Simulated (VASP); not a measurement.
# Au (P6/mmm) in VASP: further runs

Au is run at these levels: PBE; tasks: relaxation of shape and atoms at fixed volume.

Program: VASP 6.6.1. These are calculated values, not measurements. Logs are shortened: lines on timing, memory, paths and dates and some standing lists are left out, and cuts for length are marked.

## (1) The cell of the first run

It takes space group P6/mmm (No. 191, hexagonal). Conventional cell: a = 2.131 Å, b = 2.131 Å, c = 2.115 Å, α = 90.00°, β = 90.00°, γ = 120.00°. Within 2.8 Å of Au (site symmetry 6/mmm) lie 8 Au at 2.12 to 2.13 Å.

This isn't the form of Au at room conditions, which is fcc.

## (2) Relaxation of shape and atoms at fixed volume, PBE

File INCAR:

```
ALGO = Normal
EDIFF = 1E-6
EDIFFG = -0.005
ENCUT = 600
GGA = PE
IBRION = 2
ISIF = 4
ISMEAR = -1
LASPH = T
LCHARG = F
LREAL = F
LWAVE = F
NELM = 80
NSW = 50
PREC = Accurate
SIGMA = 0.08
```

File KPOINTS:

```
k-points
0
Gamma
  15 15 14
```

File POSCAR:

```
Au
1.0
    2.1309686926      0.0000000000      0.0000000000
   -1.0654843463      1.8454730225      0.0000000000
    0.0000000000      0.0000000000      2.1152419965
Au
1
Direct
    0.0000000000      0.0000000000      0.0000000000
```

Potentials or basis: VASP PAW PBE potentials, release 64 (Au).

Run with:

```bash
$ cat potpaw_PBE.64/Au/POTCAR > POTCAR
$ mpirun -np 1 vasp_std > vasp.out
```

OUTCAR:

```text
EDIFF = 1E-6
   EDIFFG = -0.005
   ENCUT = 600
   GGA = PE
   IBRION = 2
   ISIF = 4
   ISMEAR = -1
   LASPH = T
   LREAL = F
   NELM = 80
   NSW = 50
   PREC = Accurate

 ion  position               nearest neighbor table
   1  0.000  0.000  0.000-

  LATTYP: Found a hexagonal cell.
 ALAT       =     2.1309686926
 C/A-ratio  =     0.9926199309

  Lattice vectors:

 A1 = (   2.1309686926,   0.0000000000,   0.0000000000)
 A2 = (  -1.0654843463,   1.8454730225,   0.0000000000)
 A3 = (   0.0000000000,   0.0000000000,   2.1152419965)

Analysis of symmetry for initial positions (statically):
=====================================================================
 Subroutine PRICEL returns:
 Original cell was already a primitive cell.

 Routine SETGRP: Setting up the symmetry group for a
 hexagonal supercell.

 Subroutine GETGRP returns: Found 24 space group operations
 (whereof 24 operations were pure point group operations)
 out of a pool of 24 trial point group operations.

The static configuration has the point symmetry D_6h.

Analysis of symmetry for dynamics (positions and initial velocities):
=====================================================================
 Subroutine PRICEL returns:
 Original cell was already a primitive cell.

 Routine SETGRP: Setting up the symmetry group for a
 hexagonal supercell.

 Subroutine GETGRP returns: Found 24 space group operations
 (whereof 24 operations were pure point group operations)
 out of a pool of 24 trial point group operations.

The dynamic configuration has the point symmetry D_6h.

 Subroutine INISYM returns: Found 24 space group operations
 (whereof 24 operations are pure point group operations),
 and found     1 'primitive' translations

----------------------------------------------------------------------------------------

                                     Primitive cell

  volume of cell :       8.3185

  direct lattice vectors                    reciprocal lattice vectors
     2.130968693  0.000000000  0.000000000     0.469270151  0.270933248  0.000000000
    -1.065484346  1.845473023  0.000000000     0.000000000  0.541866496  0.000000000
     0.000000000  0.000000000  2.115241996     0.000000000  0.000000000  0.472759146

  length of vectors
     2.130968693  2.130968693  2.115241996     0.541866496  0.541866496  0.472759146

  position of ions in fractional coordinates (direct lattice)
     0.000000000  0.000000000  0.000000000

  ion indices of the primitive-cell ions
   primitive index   ion index
                 1           1

----------------------------------------------------------------------------------------

 KPOINTS: k-points

Automatic generation of k-mesh.
 Grid dimensions read from file:
 generate k-points for:   15   15   14

 Generating k-lattice:

  Cartesian coordinates                     Fractional coordinates (reciprocal lattice)
     0.031284677  0.018062217  0.000000000     0.066666667  0.000000000  0.000000000
     0.000000000  0.036124433  0.000000000     0.000000000  0.066666667  0.000000000
     0.000000000  0.000000000  0.033768510     0.000000000  0.000000000  0.071428571

  Length of vectors
     0.036124433  0.036124433  0.033768510

  Shift w.r.t. Gamma in fractional coordinates (k-lattice)
     0.000000000  0.000000000  0.000000000

 Subroutine IBZKPT returns following result:
 ===========================================

 Found    216 irreducible k-points:

 Following reciprocal coordinates:
            Coordinates               Weight
  0.000000  0.000000  0.000000      1.000000
  0.066667  0.000000  0.000000      6.000000
  0.133333 -0.000000  0.000000      6.000000
  0.200000  0.000000  0.000000      6.000000
  0.266667 -0.000000  0.000000      6.000000
  0.333333 -0.000000  0.000000      6.000000
[... 16 lines left out ...]
  0.333333  0.200000  0.000000     12.000000
  0.400000  0.200000  0.000000      6.000000
 [... further k-points ...]
   k-points           NKPTS =    216   k-points in BZ     NKDIM =    216   number of bands    NBANDS=      9
   number of dos      NEDOS =    301   number of ions     NIONS =      1
   total plane-waves  NPLWV =   5832
   dimension x,y,z NGX =    18 NGY =   18 NGZ =   18
   dimension x,y,z NGXF=    36 NGYF=   36 NGZF=   36
   ions per type =               1
   NGX,Y,Z   is equivalent  to a cutoff of  14.04, 14.04, 14.15 a.u.
   NGXF,Y,Z  is equivalent  to a cutoff of  28.09, 28.09, 28.29 a.u.
 SYSTEM =  unknown system
   PREC   = accura    normal or accurate (medium, high low for compatibility)
   ISTART =      0    job   : 0-new  1-cont  2-samecut
   ICHARG =      2    charge: 1-file 2-atom 10-const
   ISPIN  =      1    spin polarized calculation?
   LNONCOLLINEAR =      F non collinear calculations
   LSORBIT =      F    spin-orbit coupling
   LASPH  =      T    aspherical Exc in radial PAW
   ENCUT  =  600.0 eV  44.10 Ry    6.64 a.u.   4.26  4.26  4.22*2*pi/ulx,y,z
   NELM   =     80;   NELMIN=  2; NELMDL= -5     # of ELM steps
   EDIFF  = 0.1E-05   stopping-criterion for ELM
   LREAL  =      F    real-space projection
   EDIFFG = -.5E-02   stopping-criterion for IOM
   NSW    =     50    number of steps for IOM
   IBRION =      2    ionic relax: 0-MD 1-quasi-New 2-CG
   NFREE  =      1    steps in history (QN), initial steepest desc. (CG)
   ISIF   =      4    stress and relaxation
   ISYM   =      2    0-nonsym 1-usesym 2-fastsym
   POTIM  = 0.5000    time-step for ionic-motion
   TEBEG  =    0.0;   TEEND  =   0.0 temperature during run
   PSTRESS=    0.0 pullay stress
   NELECT =      11.0000    total number of electrons
   NUPDOWN=      -1.0000    fix difference up-down
   EMIN   =  10.00;   EMAX   =-10.00  energy-range for DOS
   EFERMI =   0.00;   METHOD = LEGACY
   ISMEAR =    -1;   SIGMA  =   0.08  broadening in eV -4-tet -1-fermi 0-gaus
   EFERMI_NEDOS =   21; number of points for ismear=-14 and -15
   IALGO  =     38    algorithm
   IMIX   =      4    mixing-type and parameters
     AMIX     =   0.40;   BMIX     =  1.00
     AMIX_MAG =   1.60;   BMIX_MAG =  1.00
  volume/ion in A,a.u.               =       8.32        56.14
  Fermi-wavevector in a.u.,A,eV,Ry     =   1.796901  3.395650 43.931208  3.228853
  Thomas-Fermi vector in A             =   2.858354
   LORBIT       =      0    0 simple, 1 ext, 2 COOP (PROOUT), +10 PAW based schemes
   GGA     = PE    functional components
   LHFCALC =     F    Hartree Fock is set to
   AEXX    =    0.0000 exact exchange contribution
   IVDW    =     0    specifies the selected vdW correction
   LEPSILON=     F    determine dielectric tensor
   LRPA    =     F    only Hartree local field effects (RPA)
 conjugate gradient relaxation of ions
 non-spin polarized calculation
  energy-cutoff  :      600.00
  volume of cell :        8.32
 maximum number of plane-waves:       294
 NGX is ok and might be reduce to    18
   NGX =  9   NGY =  9   NGZ =  9

--------------------------------------- Ionic step        1  -------------------------------------------

 number of electron      11.0000000 magnetization

 Free energy of the ion-electron system (eV)
  ---------------------------------------------------
  ext. energy  EPLUGINS =         0.00000000
  ---------------------------------------------------
  free energy    TOTEN  =        11.96067407 eV

  energy without entropy =       11.96598263  energy(sigma->0) =       11.96332835

------------------------ aborting loop because EDIFF is reached ----------------------------------------

  FORCE on cell =-STRESS in cart. coord.  units (eV):
  Direction    XX          YY          ZZ          XY          YZ          ZX
  --------------------------------------------------------------------------------------
  -------------------------------------------------------------------------------------
  Total       57.0653460     57.0653460     45.4068805      0.0000000      0.0000000      0.0000000
  in kB    10991.0252726  10991.0252731   8745.5558537      0.0000000      0.0000000      0.0000000
  external PRESSURE =   10242.5354665 kB  Pullay stress =       0.0000000 kB
[... 86 lines left out ...]
  FREE ENERGIE OF THE ION-ELECTRON SYSTEM (eV)
  ---------------------------------------------------
  free  energy   TOTEN  =        11.8276759602 eV

  energy  without entropy=       11.8308495336  energy(sigma->0) =       11.82926275

[... ionic steps 4 to 16 ...]

--------------------------------------- Ionic step       17  -------------------------------------------

 number of electron      11.0000002 magnetization

------------------------ aborting loop because EDIFF is reached ----------------------------------------

  FORCE on cell =-STRESS in cart. coord.  units (eV):
  Direction    XX          YY          ZZ          XY          YZ          ZX
  --------------------------------------------------------------------------------------
  -------------------------------------------------------------------------------------
  Total       52.7017156     52.7017157     52.6865809     -0.0000000      0.0000000      0.0000000
  in kB    10150.5717425  10150.5717538  10147.6567197     -0.0000000      0.0000000      0.0000000
  external PRESSURE =   10149.6000720 kB  Pullay stress =       0.0000000 kB
[... 55 lines left out ...]
  energy  without entropy=       11.8138366027  energy(sigma->0) =       11.81236055

--------------------------------------- Ionic step       19  -------------------------------------------

 number of electron      11.0000002 magnetization

 Free energy of the ion-electron system (eV)
  ---------------------------------------------------
  ext. energy  EPLUGINS =         0.00000000
  ---------------------------------------------------
  free energy    TOTEN  =        11.81088445 eV

  energy without entropy =       11.81383623  energy(sigma->0) =       11.81236034

 E-fermi :  28.2433     XC(G=0): -17.3006

 val. band max:       28.2170132807   @ k =   0.3333   0.2667   0.5000
 cond. band min:      28.4607555944   @ k =   0.2667   0.2000   0.0714
 fundamental gap:      0.2437423137
 Fermi energy:        28.2433400128

 k-point     1 :       0.0000    0.0000    0.0000
  band No.  band energies     occupation
      1       7.6670      2.00000
      2       9.8084      2.00000
      3      15.8844      2.00000
      4      15.8844      2.00000
      5      25.9733      2.00000
      6      25.9733      2.00000
      7      37.6006      0.00000
      8      43.6193      0.00000
      9      56.9235      0.00000
[... 265 lines left out ...]
 k-point    24 :       0.4000    0.2000    0.0000
  band No.  band energies     occupation
      1      11.9331      2.00000
      2      12.7791      2.00000
      3      18.6011      2.00000
      4      19.7488      2.00000
      5      22.5935      2.00000
      6      30.5160      0.00000
      7      34.4975      0.00000
      8      37.2044      0.00000
      9      47.6005      0.00000

 [... further k-points ...]

------------------------ aborting loop because EDIFF is reached ----------------------------------------

  FORCE on cell =-STRESS in cart. coord.  units (eV):
  Direction    XX          YY          ZZ          XY          YZ          ZX
  --------------------------------------------------------------------------------------
  -------------------------------------------------------------------------------------
  Total       52.6959937     52.6959938     52.6963840     -0.0000000      0.0000000     -0.0000000
  in kB    10149.4696705  10149.4696851  10149.5448471     -0.0000000      0.0000000     -0.0000000
  external PRESSURE =   10149.4947342 kB  Pullay stress =       0.0000000 kB
[... 16 lines left out ...]
  FREE ENERGIE OF THE ION-ELECTRON SYSTEM (eV)
  ---------------------------------------------------
  free  energy   TOTEN  =        11.8108844489 eV

  energy  without entropy=       11.8138362285  energy(sigma->0) =       11.81236034

 reached required accuracy - stopping structural energy minimisation
```

Run time: 3.1 min. Hardware: 1 thread of AMD EPYC 7R13, shared host; peak memory 0.12 GiB.

The run converged, but its numbers aren't listed here, since they failed a check.

Caveat: spin-orbit coupling is left out, which moves the levels of the heavy elements.

## (3) Relaxation of shape and atoms at fixed volume, PBE

This run uses another cell than the first one, of 9.67 Å³/atom.

File INCAR:

```
SYSTEM = Au
  PREC = Accurate
  ENCUT = 600
  EDIFF = 1E-6
  ISMEAR = -1
  SIGMA = 0.08
  LREAL = .FALSE.
  LASPH = .TRUE.
  NELM = 100
  ALGO = Normal
  ISIF = 4
  LWAVE = .FALSE.
  LCHARG = .FALSE.
  GGA = PE
  IBRION = 2
  NSW = 50
  EDIFFG = -0.005
```

File KPOINTS:

```
regular mesh
0
G
  15 15 14
  0 0 0
```

File POSCAR:

```
Au
1.0
    2.2408403644      0.0000000000      0.0000000000
   -1.1204201822      1.9406246814      0.0000000000
    0.0000000000      0.0000000000      2.2243028077
Au
1
Direct
    0.0000000000      0.0000000000      0.0000000000
```

Potentials or basis: VASP PAW PBE potentials, release 64 (Au).

Run with:

```bash
$ cat potpaw_PBE.64/Au/POTCAR > POTCAR
$ mpirun -np 1 vasp_std > vasp.out
```

Wall time 1.8 min (1 thread of AMD EPYC 7R13, shared host); peak memory 0.12 GiB.

It converged, with:

```
Free energy             : 5.2926 eV
Pressure after relaxing : 572.5 GPa
Band gap on the k mesh  : zero (an odd number of electrons rules out a gap without spin polarisation)
```

Stress tensor (GPa, compression positive):
```
572.44   0.00   0.00
  0.00 572.44   0.00
  0.00   0.00 572.52
```

Final structure:
```xyz
1
Lattice="2.2658 0.0000 0.0000 -1.1329 1.9622 0.0000 0.0000 0.0000 2.1756" Properties=species:S:1:pos:R:3 pbc="T T T"
Au    0.0000    0.0000    0.0000
```

Levels at points of the mesh, in eV from the Fermi level:
```tsv
k point	band 3	band 4	band 5	band 6	band 7	band 8	band 9
(0.00, 0.00, 0.00)	-10.02	-10.02	-2.11	-2.11	11.55	15.22	23.70
(0.00, 0.00, 0.50)	-9.01	-6.75	-6.75	-6.13	6.25	15.36	20.59
```

Caveat: spin-orbit coupling is left out, which moves the levels of the heavy elements.

## (4) Relaxation of shape and atoms at fixed volume, PBE

This run uses another cell than the first one, of 11.22 Å³/atom.

File INCAR:

```
PREC = Accurate ; ENCUT = 600
EDIFF = 1E-7 ; ISMEAR = -1
SIGMA = 0.08 ; LREAL = False
LASPH = True ; NELM = 100
ALGO = Normal ; ISIF = 4
LWAVE = False ; LCHARG = False
GGA = PE ; IBRION = 2
NSW = 50 ; EDIFFG = -0.005
```

File KPOINTS:

```
regular mesh
0
Gamma
  15 15 14
```

File POSCAR:

```
Au
1.0
    2.3544903525      0.0000000000      0.0000000000
   -1.1772451763      2.0390484582      0.0000000000
    0.0000000000      0.0000000000      2.3371140511
Au
1
Direct
    0.0000000000      0.0000000000      0.0000000000
```

Run with:

```bash
$ cat potpaw_PBE.64/Au/POTCAR > POTCAR
$ mpirun -np 1 vasp_std > vasp.out
```

Run time: 2.1 min. Hardware: 1 thread of AMD EPYC 7R13, shared host; peak memory 0.12 GiB.

The run converged. Its results:

```
Free energy             : 1.1954 eV
Pressure after relaxing : 305.1 GPa
Band gap on the k mesh  : zero (an odd number of electrons rules out a gap without spin polarisation)
```

Final structure:
```yaml
crystal:
  lattice:
    - [2.37695, 0.00000, 0.00000]
    - [-1.18848, 2.05850, 0.00000]
    - [0.00000, 0.00000, 2.29315]
  atoms:
    - { symbol: Au, position: [0.00000, 0.00000, 0.00000] }
```

Levels at points of the mesh, in eV from the Fermi level:
```tsv
k point	band 2	band 3	band 4	band 5	band 6	band 7	band 8	band 9
(0.00, 0.00, 0.00)	-12.26	-8.13	-8.13	-1.93	-1.93	13.16	14.94	23.01
(0.00, 0.00, 0.50)	-7.36	-7.36	-5.43	-5.43	-4.76	4.85	16.59	21.28
```

Caveat: spin-orbit coupling is left out, which moves the levels of the heavy elements.

## (5) Relaxation of shape and atoms at fixed volume, PBE

This run uses another cell than the first one, of 13.15 Å³/atom.

File INCAR:

```
SYSTEM = Au
ALGO = Normal
EDIFF = 1E-7
EDIFFG = -0.005
ENCUT = 600
GGA = PE
IBRION = 2
ISIF = 4
ISMEAR = -1
LASPH = .TRUE.
LCHARG = .FALSE.
LREAL = .FALSE.
LWAVE = .FALSE.
NELM = 100
NSW = 50
PREC = Accurate
SIGMA = 0.08
```

File KPOINTS:

```
k-points
0
G
  15 15 14
  0 0 0
```

File POSCAR:

```
Au
1.0
    2.4826979653      0.0000000000      0.0000000000
   -1.2413489827      2.1500795079      0.0000000000
    0.0000000000      0.0000000000      2.4643754828
Au
1
Direct
    0.0000000000      0.0000000000      0.0000000000
```

Run with:

```bash
$ cat potpaw_PBE.64/Au/POTCAR > POTCAR
$ mpirun -np 1 vasp_std > vasp.out
```

Wall time 2.8 min (1 thread of AMD EPYC 7R13, shared host); peak memory 0.13 GiB.

Results (log left out):

```yaml
Free_energy: -1.3695 eV
Energy_gained_by_relaxing: 18.6 meV/atom
Ionic_steps: 7
Pressure_after_relaxing: 140.4 GPa
Band_gap_on_the_k_mesh: zero (an odd number of electrons rules out a gap without spin polarisation)
```

Step by step:
| step | energy change (eV) | largest force (eV/Å) | pressure (GPa) | volume (Å³) |
| --- | --- | --- | --- | --- |
| 1 | 0.0000 | 0.0000 | 141.68 | 13.15 |
| 2 | 0.3506 | 0.0000 | 149.41 | 13.15 |
| 3 | -0.0186 | 0.0000 | 140.41 | 13.15 |
| 4 | -0.0186 | 0.0000 | 140.39 | 13.15 |
| 5 | -0.0186 | 0.0000 | 140.38 | 13.15 |
| 6 | -0.0185 | 0.0000 | 140.42 | 13.15 |
| 7 | -0.0186 | 0.0000 | 140.38 | 13.15 |

Final structure:
```
Au
1.0
     2.50171    0.00000    0.00000
    -1.25085    2.16654    0.00000
     0.00000    0.00000    2.42707
Au
1
Direct
  0.00000 0.00000 0.00000
```

Levels at points of the mesh, in eV from the Fermi level:
| k point | band 2 | band 3 | band 4 | band 5 | band 6 | band 7 | band 8 | band 9 |
| --- | --- | --- | --- | --- | --- | --- | --- | --- |
| (0.00, 0.00, 0.00) | -9.83 | -6.55 | -6.55 | -1.80 | -1.80 | 14.31 | 14.42 | 22.01 |
| (0.00, 0.00, 0.50) | -5.99 | -5.99 | -4.37 | -4.37 | -3.48 | 3.60 | 17.39 | 21.55 |

Caveat: spin-orbit coupling is left out, which moves the levels of the heavy elements.

## (6) Relaxation of shape and atoms at fixed volume, PBE

This run uses another cell than the first one, of 15.09 Å³/atom.

File INCAR:

```
  PREC = Accurate
  ENCUT = 600
  EDIFF = 1E-6
  ISMEAR = -1
  SIGMA = 0.08
  LREAL = F
  LASPH = T
  NELM = 60
  ALGO = Normal
  ISIF = 4
  LWAVE = F
  LCHARG = F
  GGA = PE
  IBRION = 2
  NSW = 50
  EDIFFG = -0.005
```

File KPOINTS:

```
regular mesh
0
Gamma
  15 15 14
```

File POSCAR:

```
Au
1.0
    2.5988773551      0.0000000000      0.0000000000
   -1.2994386775      2.2506938108      0.0000000000
    0.0000000000      0.0000000000      2.5796974607
Au
1
Direct
    0.0000000000      0.0000000000      0.0000000000
```

Potentials or basis: VASP PAW PBE potentials, release 64 (Au).

Run with:

```bash
$ cat potpaw_PBE.64/Au/POTCAR > POTCAR
$ mpirun -np 1 vasp_std > vasp.out
```

Wall time 3.4 min (1 thread of AMD EPYC 7R13, shared host); peak memory 0.15 GiB.

It converged, with:

```yaml
Free_energy: -2.5315 eV
Energy_gained_by_relaxing: 7.4 meV/atom
Ionic_steps: 6
Pressure_after_relaxing: 61.3 GPa
Band_gap_on_the_k_mesh: zero (an odd number of electrons rules out a gap without spin polarisation)
```

Step by step:
```tsv
step	energy change (eV)	largest force (eV/Å)	pressure (GPa)	volume (Å³)
1	0.0000	0.0000	61.96	15.09
2	0.0359	0.0000	61.96	15.09
3	-0.0074	0.0000	61.32	15.09
4	-0.0074	0.0000	61.32	15.09
5	-0.0074	0.0000	61.34	15.09
6	-0.0074	0.0000	61.33	15.09
```

Final structure:
```
CELL_PARAMETERS angstrom
2.61455 0.00000 0.00000
-1.30728 2.26427 0.00000
0.00000 0.00000 2.54886
ATOMIC_POSITIONS crystal
Au 0.00000 0.00000 0.00000
```

Levels at points of the mesh, in eV from the Fermi level:
```
           k point  band 2  band 3  band 4  band 5  band 6  band 7  band 8  band 9
(0.00, 0.00, 0.00)   -8.20   -5.52   -5.52   -1.77   -1.77   13.81   14.89   20.95
(0.00, 0.00, 0.50)   -5.09   -5.09   -3.73   -3.73   -2.55    2.66   17.70   21.17
```

Caveat: spin-orbit coupling is left out, which moves the levels of the heavy elements.

## (7) The runs side by side

```tsv
cell	gap on the mesh (eV)	pressure (GPa)
relaxed from a = 2.241, b = 2.241, c = 2.224 Å, angles 90.0, 90.0, 120.0°, 1 atom	none	572.5
relaxed from a = 2.354, b = 2.354, c = 2.337 Å, angles 90.0, 90.0, 120.0°, 1 atom	none	305.1
relaxed from a = 2.483, b = 2.483, c = 2.464 Å, angles 90.0, 90.0, 120.0°, 1 atom	none	140.4
relaxed from a = 2.599, b = 2.599, c = 2.580 Å, angles 90.0, 90.0, 120.0°, 1 atom	none	61.3
```

Alike in all rows: task relaxation of shape and atoms at fixed volume; level PBE; potentials or basis VASP PAW PBE potentials, release 64 (Au); no spin polarisation; k mesh 15 × 15 × 14; cutoff (eV) 600; smearing fermi-dirac 0.08 eV.

Caveats: spin-orbit coupling is left out, which moves the levels of the heavy elements.

Absolute energies hang on the potentials; compare differences alone.

The gap in the log of VASP goes by the Fermi energy; the results here count the filled bands.